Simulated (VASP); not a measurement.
Here is a VASP 6.6.1 calculation.

File INCAR:

```
ALGO = Normal
EDIFF = 1E-6
ENCUT = 520
GGA = PE
ISIF = 2
ISMEAR = 0
LASPH = True
LCHARG = True
LELF = True
LREAL = False
LVHAR = True
LWAVE = False
NBANDS = 29
NELM = 100
PREC = Accurate
SIGMA = 0.1
```

Contents of KPOINTS:

```
k-points
0
Gamma
  6 6 2
```

The input POSCAR:

```
B2Pb
1.0
    2.9026160700      0.0000000000      0.0000000000
   -1.4513080300      2.5137392500      0.0000000000
    0.0000000000      0.0000000000     12.3241208400
B Pb
4 2
Direct
    0.0000000000      0.0000000000      0.6295377500
    0.0000000000      0.0000000000      0.0000000000
    0.0000000000      0.0000000000      0.3704622500
    0.6666666700      0.3333333300      0.5000000000
    0.3333333300      0.6666666700      0.8147688700
    0.3333333300      0.6666666700      0.1852311300
```

Potentials or basis: VASP PAW PBE potentials, release 64 (B, Pb_d).

Command:

```bash
$ cat potpaw_PBE.64/B/POTCAR potpaw_PBE.64/Pb_d/POTCAR > POTCAR
$ mpirun -np 1 vasp_std > vasp.out
```

Problem. Estimate the pressure.

Solution. 6.9 GPa.

Problem. Predict the band gap on the k mesh.

Solution. Zero (bands 20 and 21 overlap by 6.00 eV).

Stress tensor (GPa, compression positive):
```
 17.16   0.00   0.00
  0.00  17.16   0.00
  0.00   0.00 -13.59
```

Caveat: the k points lie up to 0.42 Å⁻¹ apart, too coarse for converged energies and pressures of a metal; spin-orbit coupling is left out, which moves the levels of the heavy elements; forces of over 1 eV/Å act on the atoms, so gaps and moduli don't describe the material at rest.
